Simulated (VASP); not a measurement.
# As (Pm-3m) in VASP: a series of runs

As is run at these levels: PBE; tasks: single point.

All numbers are computed with VASP 6.6.1; they aren't measurements. Logs are shortened: lines on timing, memory, paths and dates and some standing lists are left out, and cuts for length are marked.

## Step 1: The cell of the first run

Symmetry: Pm-3m, No. 221, cubic system. Conventional cell: a = 2.648 Å, b = 2.648 Å, c = 2.648 Å, α = 90.00°, β = 90.00°, γ = 90.00°. Within 3.5 Å of As (site symmetry m-3m) lie 6 As at 2.65 Å.

## Step 2: Single point, PBE

INCAR reads:

```
PREC = Accurate ; ENCUT = 500
EDIFF = 1E-6 ; ISMEAR = -1
SIGMA = 0.05 ; LREAL = False
LASPH = True ; NELM = 120
ALGO = Normal ; ISIF = 2
LWAVE = False ; LCHARG = False
GGA = PE ; NBANDS = 8
GGA_COMPAT = False
```

KPOINTS reads:

```
regular mesh
0
Gamma
  10 10 10
```

POSCAR reads:

```
As
1.0
    2.6484890792      0.0000000000      0.0000000000
    0.0000000000      2.6484890792      0.0000000000
    0.0000000000      0.0000000000      2.6484890792
As
1
Direct
    0.5000000000      0.5000000000      0.5000000000
```

Potentials or basis: VASP PAW PBE potentials, release 64 (As).

Launch:

```console
$ cat potpaw_PBE.64/As/POTCAR > POTCAR
$ mpirun -np 1 vasp_std > vasp.out
```

OUTCAR:

```text
PREC = Accurate
   ENCUT = 500
   EDIFF = 1E-6
   ISMEAR = -1
   LREAL = False
   LASPH = True
   NELM = 120
   ISIF = 2
   GGA = PE

 ion  position               nearest neighbor table
   1  0.500  0.500  0.500-

  LATTYP: Found a simple cubic cell.
 ALAT       =     2.6484890792

  Lattice vectors:

 A1 = (   2.6484890792,   0.0000000000,   0.0000000000)
 A2 = (   0.0000000000,   2.6484890792,   0.0000000000)
 A3 = (   0.0000000000,   0.0000000000,   2.6484890792)

Analysis of symmetry for initial positions (statically):
=====================================================================
 Subroutine PRICEL returns:
 Original cell was already a primitive cell.

 Routine SETGRP: Setting up the symmetry group for a
 simple cubic supercell.

 Subroutine GETGRP returns: Found 48 space group operations
[... 9 lines left out ...]

 Routine SETGRP: Setting up the symmetry group for a
 simple cubic supercell.

 Subroutine GETGRP returns: Found 48 space group operations
[... 11 lines left out ...]
                                     Primitive cell

  volume of cell :      18.5778

  direct lattice vectors                    reciprocal lattice vectors
     2.648489079  0.000000000  0.000000000     0.377573768  0.000000000  0.000000000
     0.000000000  2.648489079  0.000000000     0.000000000  0.377573768  0.000000000
     0.000000000  0.000000000  2.648489079     0.000000000  0.000000000  0.377573768

  length of vectors
     2.648489079  2.648489079  2.648489079     0.377573768  0.377573768  0.377573768

  position of ions in fractional coordinates (direct lattice)
     0.500000000  0.500000000  0.500000000

  ion indices of the primitive-cell ions
   primitive index   ion index
                 1           1

----------------------------------------------------------------------------------------

 KPOINTS: regular mesh

Automatic generation of k-mesh.
 Grid dimensions read from file:
 generate k-points for:   10   10   10

 Generating k-lattice:

  Cartesian coordinates                     Fractional coordinates (reciprocal lattice)
     0.037757377  0.000000000  0.000000000     0.100000000  0.000000000  0.000000000
     0.000000000  0.037757377  0.000000000     0.000000000  0.100000000  0.000000000
     0.000000000  0.000000000  0.037757377     0.000000000  0.000000000  0.100000000

  Length of vectors
[... 42 lines left out ...]
   ions per type =               1
   NGX,Y,Z   is equivalent  to a cutoff of  12.55, 12.55, 12.55 a.u.
   NGXF,Y,Z  is equivalent  to a cutoff of  25.11, 25.11, 25.11 a.u.
 SYSTEM =  unknown system
   PREC   = accura    normal or accurate (medium, high low for compatibility)
   ISTART =      0    job   : 0-new  1-cont  2-samecut
   ICHARG =      2    charge: 1-file 2-atom 10-const
   ISPIN  =      1    spin polarized calculation?
   LNONCOLLINEAR =      F non collinear calculations
   LSORBIT =      F    spin-orbit coupling
   LASPH  =      T    aspherical Exc in radial PAW
   ENCUT  =  500.0 eV  36.75 Ry    6.06 a.u.   4.83  4.83  4.83*2*pi/ulx,y,z
   NELM   =    120;   NELMIN=  2; NELMDL= -5     # of ELM steps
   EDIFF  = 0.1E-05   stopping-criterion for ELM
   LREAL  =      F    real-space projection
   EDIFFG = 0.1E-04   stopping-criterion for IOM
   NSW    =      0    number of steps for IOM
   IBRION =     -1    ionic relax: 0-MD 1-quasi-New 2-CG
   NFREE  =      0    steps in history (QN), initial steepest desc. (CG)
   ISIF   =      2    stress and relaxation
   ISYM   =      2    0-nonsym 1-usesym 2-fastsym
   POTIM  = 0.5000    time-step for ionic-motion
   TEBEG  =    0.0;   TEEND  =   0.0 temperature during run
   PSTRESS=    0.0 pullay stress
   NELECT =       5.0000    total number of electrons
   NUPDOWN=      -1.0000    fix difference up-down
   EMIN   =  10.00;   EMAX   =-10.00  energy-range for DOS
[... 5 lines left out ...]
     AMIX     =   0.40;   BMIX     =  1.00
     AMIX_MAG =   1.60;   BMIX_MAG =  1.00
  volume/ion in A,a.u.               =      18.58       125.37
  Fermi-wavevector in a.u.,A,eV,Ry     =   1.056980  1.997402 15.200512  1.117206
  Thomas-Fermi vector in A             =   2.192236
   LORBIT       =      0    0 simple, 1 ext, 2 COOP (PROOUT), +10 PAW based schemes
   GGA     = PE    functional components
   LHFCALC =     F    Hartree Fock is set to
   AEXX    =    0.0000 exact exchange contribution
   IVDW    =     0    specifies the selected vdW correction
   LEPSILON=     F    determine dielectric tensor
   LRPA    =     F    only Hartree local field effects (RPA)
 non-spin polarized calculation
  energy-cutoff  :      500.00
  volume of cell :       18.58
 maximum number of plane-waves:       484
 NGX is ok and might be reduce to    20
   NGX =  9   NGY =  9   NGZ =  9

 number of electron       5.0000000 magnetization

 Free energy of the ion-electron system (eV)
  ---------------------------------------------------
  ext. energy  EPLUGINS =         0.00000000
  ---------------------------------------------------
  free energy    TOTEN  =        -4.52862434 eV

  energy without entropy =       -4.52628501  energy(sigma->0) =       -4.52745467

 E-fermi :   6.6455     XC(G=0): -10.7013

 val. band max:        6.5086895443   @ k =   0.5000   0.3000   0.3000
 cond. band min:       6.6862988503   @ k =   0.2000   0.2000   0.0000
 fundamental gap:      0.1776093059
 Fermi energy:         6.6454615784

 k-point     1 :       0.0000    0.0000    0.0000
  band No.  band energies     occupation
      1      -8.8899      2.00000
      2      11.0699      0.00000
      3      11.0699      0.00000
      4      11.0699      0.00000
      5      15.2216      0.00000
      6      15.2216      0.00000
      7      17.7863      0.00000
      8      32.3951      0.00000
[... 243 lines left out ...]
 k-point    24 :       0.3000    0.1000    0.1000
  band No.  band energies     occupation
      1      -6.8086      2.00000
      2       3.0106      2.00000
      3      10.2764      0.00000
      4      10.8845      0.00000
      5      19.5553      0.00000
      6      19.6453      0.00000
      7      21.6753      0.00000
      8      22.7291      0.00000

 [... further k-points ...]
[... 5 lines left out ...]
  --------------------------------------------------------------------------------------
  -------------------------------------------------------------------------------------
  Total        1.0262044      1.0262044      1.0262044     -0.0000000     -0.0000000      0.0000000
  in kB       88.5013528     88.5013528     88.5013528     -0.0000000     -0.0000000      0.0000000
  external PRESSURE =      88.5013528 kB  Pullay stress =       0.0000000 kB

 VOLUME and BASIS-vectors are now :
 -----------------------------------------------------------------------------
  energy-cutoff  :      500.00
  volume of cell :       18.58
      direct lattice vectors                 reciprocal lattice vectors
     2.648489079  0.000000000  0.000000000     0.377573768  0.000000000  0.000000000
     0.000000000  2.648489079  0.000000000     0.000000000  0.377573768  0.000000000
     0.000000000  0.000000000  2.648489079     0.000000000  0.000000000  0.377573768

 POSITION                                       TOTAL-FORCE (eV/Angst)
 -----------------------------------------------------------------------------------
      1.32424      1.32424      1.32424         0.000000      0.000000      0.000000
 -----------------------------------------------------------------------------------
    total drift:                                0.000000     -0.000000      0.000000

  FREE ENERGIE OF THE ION-ELECTRON SYSTEM (eV)
  ---------------------------------------------------
  free  energy   TOTEN  =        -4.5286243398 eV

  energy  without entropy=       -4.5262850058  energy(sigma->0) =       -4.52745467
```

OSZICAR:

```text
N       E                     dE             d eps       ncg     rms          rms(c)
DAV:   1     0.771322868826E+01    0.77132E+01   -0.20668E+03   928   0.450E+02
DAV:   2    -0.439719885709E+01   -0.12110E+02   -0.11840E+02  1184   0.607E+01
DAV:   3    -0.452572461301E+01   -0.12853E+00   -0.12838E+00  1048   0.828E+00
DAV:   4    -0.452582367503E+01   -0.99062E-04   -0.99062E-04  1344   0.265E-01
DAV:   5    -0.452582372904E+01   -0.54006E-07   -0.54446E-07  1064   0.376E-03    0.235E+00
DAV:   6    -0.452707924499E+01   -0.12555E-02   -0.65614E-04  1112   0.210E-01    0.141E+00
DAV:   7    -0.452855456502E+01   -0.14753E-02   -0.18287E-03   944   0.348E-01    0.872E-02
DAV:   8    -0.452862085101E+01   -0.66286E-04   -0.61074E-05  1104   0.557E-02    0.100E-02
DAV:   9    -0.452862373127E+01   -0.28803E-05   -0.31315E-06  1032   0.124E-02    0.201E-03
DAV:  10    -0.452862433976E+01   -0.60848E-06   -0.57055E-07  1072   0.483E-03
   1 F= -.45286243E+01 E0= -.45274547E+01  d E =-.233933E-02
```

Wall time 3.7 s (1 thread of Intel Xeon Platinum 8375C at 2.90GHz (Ice Lake), shared host); peak memory 0.12 GiB.

Results:

| Quantity | Value |
| --- | --- |
| Free energy | -4.5286 eV |
| Pressure | 8.9 GPa |

Levels at points of the mesh, in eV from the Fermi level:
| k point | band 1 | band 2 | band 3 | band 4 | band 5 |
| --- | --- | --- | --- | --- | --- |
| (0.00, 0.00, 0.00) | -15.54 | 4.42 | 4.42 | 4.42 | 8.58 |
| (0.50, 0.00, 0.00) | -12.11 | -7.42 | 6.96 | 6.96 | 11.40 |
| (0.50, 0.50, 0.00) | -8.49 | -4.56 | -4.56 | 2.25 | 9.37 |
| (0.50, 0.50, 0.50) | -4.42 | -1.92 | -1.92 | -1.92 | 5.85 |

## Step 3: Single point, PBE

This run uses another cell than the first one, of 19.37 Å³/atom, 1.043 times its volume.

INCAR reads:

```
SYSTEM = As
PREC = Accurate
ENCUT = 500
EDIFF = 1E-6
ISMEAR = -1
SIGMA = 0.05
LREAL = .FALSE.
LASPH = .TRUE.
NELM = 120
ALGO = Normal
ISIF = 2
LWAVE = .FALSE.
LCHARG = .FALSE.
GGA = PE
NBANDS = 8
GGA_COMPAT = .FALSE.
```

KPOINTS reads:

```
regular mesh
0
G
  10 10 10
  0 0 0
```

POSCAR reads:

```
As
1.0
    2.6855356826      0.0000000000      0.0000000000
    0.0000000000      2.6855356826      0.0000000000
    0.0000000000      0.0000000000      2.6855356826
As
1
Direct
    0.5000000000      0.5000000000      0.5000000000
```

Potentials or basis: VASP PAW PBE potentials, release 64 (As).

Launch:

```console
$ cat potpaw_PBE.64/As/POTCAR > POTCAR
$ mpirun -np 1 vasp_std > vasp.out
```

Wall time 3.7 s (1 thread of Intel Xeon Platinum 8375C at 2.90GHz (Ice Lake), shared host); peak memory 0.12 GiB.

It converged, with:

```yaml
Free_energy: -4.5606 eV
Pressure: 4.3 GPa
```

Levels at points of the mesh, in eV from the Fermi level:
```tsv
k point	band 1	band 2	band 3	band 4	band 5	band 6
(0.00, 0.00, 0.00)	-15.14	4.26	4.26	4.26	8.54	8.54
(0.50, 0.00, 0.00)	-11.90	-7.07	6.63	6.63	11.27	14.28
(0.50, 0.50, 0.00)	-8.51	-4.34	-4.34	2.45	8.88	16.73
(0.50, 0.50, 0.50)	-4.74	-1.84	-1.84	-1.84	5.93	5.93
```

## Step 4: Single point, PBE

This run uses another cell than the first one, of 20.55 Å³/atom, 1.106 times its volume.

INCAR reads:

```
PREC     = Accurate       # precision mode
ENCUT    = 500            # plane-wave cutoff, eV
EDIFF    = 1E-6           # SCF threshold, eV
ISMEAR   = -1             # smearing method
SIGMA    = 0.05           # smearing width, eV
LREAL    = False          # projectors in reciprocal space
LASPH    = True           # aspherical terms in the spheres
NELM     = 120            # most SCF steps
ALGO     = Normal         # electronic algorithm
ISIF     = 2              # what is computed and relaxed
LWAVE    = False          # write WAVECAR
LCHARG   = True           # write CHGCAR
GGA      = PE             # functional
LELF     = True           # ELF
LVHAR    = True         
NBANDS   = 8              # bands
GGA_COMPAT= False
```

KPOINTS reads:

```
regular mesh
0
Gamma
  10 10 10
```

POSCAR reads:

```
As
1.0
    2.7392605843      0.0000000000      0.0000000000
    0.0000000000      2.7392605843      0.0000000000
    0.0000000000      0.0000000000      2.7392605843
As
1
Direct
    0.5000000000      0.5000000000      0.5000000000
```

Launch:

```console
$ cat potpaw_PBE.64/As/POTCAR > POTCAR
$ mpirun -np 1 vasp_std > vasp.out
```

Run time: 3.9 s. Hardware: 1 thread of Intel Xeon Platinum 8375C at 2.90GHz (Ice Lake), shared host; peak memory 0.12 GiB.

The run converged. Its results:

- Free energy: -4.5721 eV
- Pressure: -0.9 GPa

Levels at points of the mesh, in eV from the Fermi level:
```csv
k point,band 1,band 2,band 3,band 4,band 5
"(0.00, 0.00, 0.00)",-14.58,4.06,4.06,4.06,8.52
"(0.50, 0.00, 0.00)",-11.61,-6.57,6.22,6.22,11.10
"(0.50, 0.50, 0.00)",-8.52,-4.02,-4.02,2.74,8.24
"(0.50, 0.50, 0.50)",-5.15,-1.70,-1.70,-1.70,6.06
```

[end of part 1 of 2]
